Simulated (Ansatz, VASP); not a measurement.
## TePb: VASP beside Ansatz

Contents of POSCAR:

```
TePb
1.0
    5.4983762723      0.0000000000      0.0000000000
   -2.7491881361      4.7617335314      0.0000000000
    0.0000000000      0.0000000000      6.5752494861
Pb Te
2 2
Direct
    0.3333333333      0.6666666667      0.2500000000
    0.6666666667      0.3333333333      0.7500000000
    0.6666666667      0.3333333333      0.2500000000
    0.3333333333      0.6666666667      0.7500000000
```

The input INCAR.step1:

```
SYSTEM = TePb
  PREC = Accurate
  ENCUT = 520
  EDIFF = 1E-5
  ISMEAR = 0
  SIGMA = 0.01
  LREAL = .FALSE.
  LASPH = .TRUE.
  NELM = 100
  ALGO = Normal
  ISIF = 2
  LWAVE = .TRUE.
  LCHARG = .FALSE.
  GGA = PE
  NBANDS = 28
```

The input INCAR.step2:

```
SYSTEM = TePb
  PREC = Accurate
  ENCUT = 520
  EDIFF = 1E-7
  ISMEAR = 0
  SIGMA = 0.01
  LREAL = .FALSE.
  LASPH = .TRUE.
  NELM = 100
  ALGO = Normal
  ISIF = 2
  LWAVE = .FALSE.
  LCHARG = .FALSE.
  GGA = PE
  LHFCALC = .TRUE.
  HFSCREEN = 0.2079
  PRECFOCK = Normal
  ISTART = 1
  NBANDS = 28
```

Contents of KPOINTS:

```
regular mesh
0
G
  3 3 2
  0 0 0
```

Input for Ansatz:

```yaml
crystal:
  lattice:
    - [5.4983762723, 0.0, 0.0]
    - [-2.7491881361, 4.7617335314, 0.0]
    - [0.0, 0.0, 6.5752494861]
  atoms:
    - { symbol: Pb, position: [0.3333333333, 0.6666666667, 0.25] }
    - { symbol: Pb, position: [0.6666666667, 0.3333333333, 0.75] }
    - { symbol: Te, position: [0.6666666667, 0.3333333333, 0.25] }
    - { symbol: Te, position: [0.3333333333, 0.6666666667, 0.75] }
kpoints:
  mp_grid: { grid: [3, 3, 2] }
hamiltonian:
  xc: hse06
scf:
  occupations: { method: fixed }
  n_extra_bands: 5
output:
  forces: true
  stress: true
  eigenvalues: true
```

Alike in both runs: task single point; functional HSE06; k mesh 3 × 3 × 2; no spin polarisation.

|  | VASP | Ansatz |
| --- | --- | --- |
| version | VASP 6.6.1 | Ansatz 0.2.0 |
| potentials or method | VASP PAW PBE potentials, release 64 (Pb_d, Te) | plane waves, PAW |
| plane-wave cutoff (eV) | 520 | 420 |
| occupations | gaussian, width 0.01 eV | fixed |
| valence electrons in the cell | 40 | 60 |

|  | VASP | Ansatz | Ansatz less VASP |
| --- | --- | --- | --- |
| gap on the k mesh at the Fermi level (eV) | 1.55 | 1.56 | +0.014 |
| pressure (GPa) | 0.2 | 0.3 | +0.13 |
| traceless stress, the component that is largest in VASP (GPa) | 2.42 | 2.40 | -0.016 |

VASP's potentials hold 40 valence electrons a cell and Ansatz's 60, so a difference there can come from the potentials and not from the codes. Ansatz's warnings: stress exchange threshold loose, stress scf threshold loose.

The k mesh is coarse, so the values compare programs but aren't converged. Neither program's run includes spin-orbit coupling.
